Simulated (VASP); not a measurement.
Here is a VASP 6.6.1 calculation.

Contents of POSCAR:

```
C
1.0
    2.5590681194      0.0000000000      0.0000000000
   -1.2795340597      2.2162180014      0.0000000000
    0.0000000000      0.0000000000      8.4426479288
C
8
Direct
    0.0000000000      0.0000000000      0.0008143040
    0.3333333333      0.6666666667      0.2492477410
    0.0000000000      0.0000000000      0.5008143040
    0.6666666667      0.3333333333      0.7492477410
    0.0000000000      0.0000000000      0.1866856960
    0.3333333333      0.6666666667      0.4382522590
    0.0000000000      0.0000000000      0.6866856960
    0.6666666667      0.3333333333      0.9382522590
```

INCAR.step1

```
SYSTEM = C
ALGO = Normal
EDIFF = 1E-4
ENCUT = 520
GGA = PE
ISMEAR = 0
LASPH = .TRUE.
LCHARG = .FALSE.
LREAL = .FALSE.
LWAVE = .TRUE.
NBANDS = 26
NELM = 60
PREC = Accurate
SIGMA = 0.01
```

INCAR.step2

```
SYSTEM = C
ALGO = Normal
EDIFF = 1E-6
ENCUT = 520
ISIF = 2
ISMEAR = 0
ISTART = 1
LASPH = .TRUE.
LCHARG = .FALSE.
LMIXTAU = .TRUE.
LREAL = .FALSE.
LWAVE = .FALSE.
METAGGA = R2SCAN
NBANDS = 26
NELM = 60
PREC = Accurate
SIGMA = 0.01
```

Contents of KPOINTS:

```
k-points
0
G
  9 9 4
  0 0 0
```

Potentials or basis: VASP PAW PBE potentials, release 64 (C).

The run is started by

```bash
$ cat potpaw_PBE.64/C/POTCAR > POTCAR
$ cp INCAR.step1 INCAR
$ mpirun -np 1 vasp_std > vasp.out
$ cp INCAR.step2 INCAR
$ mpirun -np 1 vasp_std > vasp.out
```

Question: Estimate the band gap on the k mesh.

Answer: 4.65 eV, indirect (least direct gap 5.42 eV).

Question: Predict the pressure.

Answer: -22.7 GPa.

Question: What does it give for the largest force?

Answer: 0.043 eV/Å.

Forces on the atoms (eV/Å):
```
C    0.000  0.000 -0.019
C    0.000  0.000 -0.043
C    0.000  0.000 -0.019
C    0.000  0.000 -0.043
C    0.000  0.000  0.019
C    0.000  0.000  0.043
C    0.000  0.000  0.019
C    0.000  0.000  0.043
```

Caveat: the PAW data sets were made with another functional, which shifts forces and pressure a little. A k mesh can miss the band edges.
